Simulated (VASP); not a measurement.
# Sb (I4/mmm) in VASP: further runs, part 2 of 2

VASP 6.6.1.

## Step 4: Electric field gradients, PBEsol (volume scaled by 1.04)

Input file INCAR:

```
PREC = Accurate ; ENCUT = 520
EDIFF = 1E-8 ; ISMEAR = -1
SIGMA = 0.05 ; LREAL = False
LASPH = True ; NELM = 80
ALGO = Normal ; ISIF = 2
LWAVE = False ; LCHARG = False
GGA = PS ; LEFG = True
NBANDS = 8
```

Input file KPOINTS:

```
Automatic mesh
0
Gamma
  19 19 19
```

Input file POSCAR:

```
Sb
1.0
   -1.5248049028      1.5248049028      2.5126353215
    1.5248049028     -1.5248049028      2.5126353215
    1.5248049028      1.5248049028     -2.5126353215
Sb
1
Direct
    0.0000000000      0.0000000000      0.0000000000
```

Potentials or basis: VASP PAW PBE potentials, release 64 (Sb).

Run with:

```sh
$ cat potpaw_PBE.64/Sb/POTCAR > POTCAR
$ mpirun -np 1 vasp_std > vasp.out
```

OUTCAR:

```text
PREC = Accurate
   ENCUT = 520
   EDIFF = 1E-8
   ISMEAR = -1
   LREAL = False
   LASPH = True
   NELM = 80
   ISIF = 2
   GGA = PS

 ion  position               nearest neighbor table
   1  0.000  0.000  0.000-

  LATTYP: Found a body centered tetragonal cell.
 ALAT       =     3.0496098056
 C/A-ratio  =     1.6478405315

  Lattice vectors:

 A1 = (  -1.5248049028,   1.5248049028,   2.5126353215)
 A2 = (   1.5248049028,  -1.5248049028,   2.5126353215)
 A3 = (   1.5248049028,   1.5248049028,  -2.5126353215)

Analysis of symmetry for initial positions (statically):
=====================================================================
 Subroutine PRICEL returns:
 Original cell was already a primitive cell.

 Routine SETGRP: Setting up the symmetry group for a
 body centered tetragonal supercell.

 Subroutine GETGRP returns: Found 16 space group operations
 (whereof 16 operations were pure point group operations)
 out of a pool of 16 trial point group operations.

The static configuration has the point symmetry D_4h.

Analysis of symmetry for dynamics (positions and initial velocities):
=====================================================================
 Subroutine PRICEL returns:
 Original cell was already a primitive cell.

 Routine SETGRP: Setting up the symmetry group for a
 body centered tetragonal supercell.

 Subroutine GETGRP returns: Found 16 space group operations
 (whereof 16 operations were pure point group operations)
 out of a pool of 16 trial point group operations.

The dynamic configuration has the point symmetry D_4h.

 Subroutine INISYM returns: Found 16 space group operations
 (whereof 16 operations are pure point group operations),
 and found     1 'primitive' translations

----------------------------------------------------------------------------------------

                                     Primitive cell

  volume of cell :      23.3678

  direct lattice vectors                    reciprocal lattice vectors
    -1.524804903  1.524804903  2.512635321     0.000000000  0.327910803  0.198994257
     1.524804903 -1.524804903  2.512635321     0.327910803  0.000000000  0.198994257
     1.524804903  1.524804903 -2.512635321     0.327910803  0.327910803  0.000000000

  length of vectors
     3.311101968  3.311101968  3.311101968     0.383567737  0.383567737  0.463735905

  position of ions in fractional coordinates (direct lattice)
     0.000000000  0.000000000  0.000000000

  ion indices of the primitive-cell ions
   primitive index   ion index
                 1           1

----------------------------------------------------------------------------------------

 KPOINTS: Automatic mesh

Automatic generation of k-mesh.
 Grid dimensions read from file:
 generate k-points for:   19   19   19

 Generating k-lattice:

  Cartesian coordinates                     Fractional coordinates (reciprocal lattice)
[... 61 lines left out ...]
   LREAL  =      F    real-space projection
   EDIFFG = 0.1E-06   stopping-criterion for IOM
   NSW    =      0    number of steps for IOM
   IBRION =     -1    ionic relax: 0-MD 1-quasi-New 2-CG
   NFREE  =      0    steps in history (QN), initial steepest desc. (CG)
   ISIF   =      2    stress and relaxation
   ISYM   =      2    0-nonsym 1-usesym 2-fastsym
   POTIM  = 0.5000    time-step for ionic-motion
   TEBEG  =    0.0;   TEEND  =   0.0 temperature during run
   PSTRESS=    0.0 pullay stress
   NELECT =       5.0000    total number of electrons
   NUPDOWN=      -1.0000    fix difference up-down
   EMIN   =  10.00;   EMAX   =-10.00  energy-range for DOS
   EFERMI =   0.00;   METHOD = LEGACY
   ISMEAR =    -1;   SIGMA  =   0.05  broadening in eV -4-tet -1-fermi 0-gaus
   EFERMI_NEDOS =   21; number of points for ismear=-14 and -15
   IALGO  =     38    algorithm
   IMIX   =      4    mixing-type and parameters
     AMIX     =   0.40;   BMIX     =  1.00
     AMIX_MAG =   1.60;   BMIX_MAG =  1.00
  volume/ion in A,a.u.               =      23.37       157.69
  Fermi-wavevector in a.u.,A,eV,Ry     =   0.979172  1.850366 13.044955  0.958777
  Thomas-Fermi vector in A             =   2.110004
   LORBIT       =      0    0 simple, 1 ext, 2 COOP (PROOUT), +10 PAW based schemes
   GGA     = PS    functional components
   LHFCALC =     F    Hartree Fock is set to
   AEXX    =    0.0000 exact exchange contribution
   IVDW    =     0    specifies the selected vdW correction
   LEPSILON=     F    determine dielectric tensor
   LRPA    =     F    only Hartree local field effects (RPA)
 non-spin polarized calculation
  energy-cutoff  :      520.00
  volume of cell :       23.37
 maximum number of plane-waves:       645
 NGX is ok and might be reduce to    28
   NGX = 13   NGY = 13   NGZ = 13

 number of electron       5.0000000 magnetization

 Free energy of the ion-electron system (eV)
  ---------------------------------------------------
  ext. energy  EPLUGINS =         0.00000000
  ---------------------------------------------------
  free energy    TOTEN  =        -4.22630723 eV

  energy without entropy =       -4.22156996  energy(sigma->0) =       -4.22393860

 E-fermi :  10.3926     XC(G=0): -10.9520

 val. band max:       10.3888713845   @ k =  -0.2105  -0.3684   0.1579
 cond. band min:      10.3930256064   @ k =  -0.2632   0.2632   0.0526
 fundamental gap:      0.0041542219
 Fermi energy:        10.3925680841

 k-point     1 :       0.0000    0.0000    0.0000
  band No.  band energies     occupation
      1      -3.8083      2.00000
      2      16.4915      0.00000
      3      16.8024      0.00000
      4      16.8024      0.00000
      5      20.3672      0.00000
      6      20.8375      0.00000
      7      21.3914      0.00000
      8      21.3914      0.00000
[... 243 lines left out ...]
 k-point    24 :      -0.2632    0.0526   -0.0000
  band No.  band energies     occupation
      1      -2.3418      2.00000
      2       9.6932      2.00000
      3      14.0583      0.00000
      4      16.1836      0.00000
      5      18.5702      0.00000
      6      20.6197      0.00000
      7      22.0806      0.00000
      8      22.7638      0.00000

 [... further k-points ...]
[... 5 lines left out ...]
  --------------------------------------------------------------------------------------
  -------------------------------------------------------------------------------------
  Total        1.6053445      1.6053445      1.4021271      0.0000000     -0.0000000      0.0000000
  in kB      110.0679365    110.0679365     96.1346490      0.0000000     -0.0000000      0.0000000
  external PRESSURE =     105.4235074 kB  Pullay stress =       0.0000000 kB

 VOLUME and BASIS-vectors are now :
 -----------------------------------------------------------------------------
  energy-cutoff  :      520.00
  volume of cell :       23.37
      direct lattice vectors                 reciprocal lattice vectors
    -1.524804903  1.524804903  2.512635321     0.000000000  0.327910803  0.198994257
     1.524804903 -1.524804903  2.512635321     0.327910803  0.000000000  0.198994257
     1.524804903  1.524804903 -2.512635321     0.327910803  0.327910803  0.000000000

 POSITION                                       TOTAL-FORCE (eV/Angst)
 -----------------------------------------------------------------------------------
      0.00000      0.00000      0.00000        -0.000000      0.000000      0.000000
 -----------------------------------------------------------------------------------
    total drift:                               -0.000000      0.000000      0.000000

  FREE ENERGIE OF THE ION-ELECTRON SYSTEM (eV)
  ---------------------------------------------------
  free  energy   TOTEN  =        -4.2263072300 eV

  energy  without entropy=       -4.2215699614  energy(sigma->0) =       -4.22393860

 Electric field gradients (V/A^2)
---------------------------------------------------------------------
 ion       V_xx      V_yy      V_zz      V_xy      V_xz      V_yz
---------------------------------------------------------------------
   1     -19.495   -19.495    38.990    -0.000    -0.000    -0.000
---------------------------------------------------------------------

 Electric field gradients after diagonalization (V/A^2)
 (convention: |V_zz| > |V_xx| > |V_yy|)
----------------------------------------------------------------------
 ion       V_xx      V_yy      V_zz     asymmetry (V_yy - V_xx)/ V_zz
----------------------------------------------------------------------
   1     -19.495   -19.495    38.990       0.000
----------------------------------------------------------------------

           NMR quadrupolar parameters

 Cq : quadrupolar parameter    Cq=e*Q*V_zz/h
 eta: asymmetry parameters     (V_yy - V_xx)/ V_zz
 Q  : nuclear electric quadrupole moment in mb (millibarn)
----------------------------------------------------------------------
 ion       Cq(MHz)       eta       Q (mb)
----------------------------------------------------------------------
   1       0.094       0.000       1.000
----------------------------------------------------------------------
```

OSZICAR:

```text
N       E                     dE             d eps       ncg     rms          rms(c)
DAV:   1     0.493154682528E+01    0.49315E+01   -0.17339E+03  9024   0.416E+02
DAV:   2    -0.414295794176E+01   -0.90745E+01   -0.87260E+01 12352   0.546E+01
DAV:   3    -0.423444067154E+01   -0.91483E-01   -0.91130E-01 10952   0.615E+00
DAV:   4    -0.423468500129E+01   -0.24433E-03   -0.24433E-03 13488   0.376E-01
DAV:   5    -0.423468542730E+01   -0.42602E-06   -0.42649E-06 11368   0.102E-02    0.220E+00
DAV:   6    -0.422942621801E+01    0.52592E-02   -0.11530E-03 11504   0.161E-01    0.129E+00
DAV:   7    -0.422631680789E+01    0.31094E-02   -0.25394E-03 10576   0.238E-01    0.307E-02
DAV:   8    -0.422630762209E+01    0.91858E-05   -0.46353E-05 12008   0.504E-02    0.674E-03
DAV:   9    -0.422630753441E+01    0.87680E-07   -0.64798E-07 12576   0.571E-03    0.313E-03
DAV:  10    -0.422630730970E+01    0.22471E-06   -0.26881E-08 12264   0.904E-04    0.649E-04
DAV:  11    -0.422630724474E+01    0.64957E-07   -0.15957E-09  7416   0.245E-04    0.688E-05
DAV:  12    -0.422630722938E+01    0.15357E-07   -0.11206E-10  5576   0.781E-05    0.183E-05
DAV:  13    -0.422630722999E+01   -0.60436E-09   -0.11164E-11  5104   0.270E-05
   1 F= -.42263072E+01 E0= -.42239386E+01  d E =-.473727E-02
```

Run time: 48 s. Hardware: 1 thread of Intel Xeon 6975P-C (Granite Rapids), shared host; peak memory 0.24 GiB.

Results:

```yaml
Free_energy: -4.2263 eV
Pressure: 10.5 GPa
```

Electric field gradients, principal values (V/Å²):
```csv
atom,least,middle,greatest (by size)
1 Sb,-19.495,-19.495,38.990
```

Caveat: without QUAD_EFG the Cq values of the log hold for a quadrupole moment of 1 mb, not for the nuclei; the PAW data sets were made with another functional, which shifts forces and pressure a little; spin-orbit coupling is left out, which moves the levels of the heavy elements.

## Step 5: Summary

```csv
cell,gap on the mesh (eV),pressure (GPa)
"a = 3.290 Å, angles 125.2, 125.2, 81.3°, 1 atom",none,12.8
"a = 3.295 Å, angles 125.2, 125.2, 81.3°, 1 atom",none,12.2
"a = 3.311 Å, angles 125.2, 125.2, 81.3°, 1 atom",none,10.5
```

Alike in all rows: task electric field gradients; level PBEsol; potentials or basis VASP PAW PBE potentials, release 64 (Sb); no spin polarisation; k mesh 19 × 19 × 19; cutoff (eV) 520; smearing fermi-dirac 0.05 eV.

Caveats: the PAW data sets were made with another functional, which shifts forces and pressure a little; spin-orbit coupling is left out, which moves the levels of the heavy elements.

Total energies depend on the potentials used, so only differences within one code and one set of settings carry meaning.
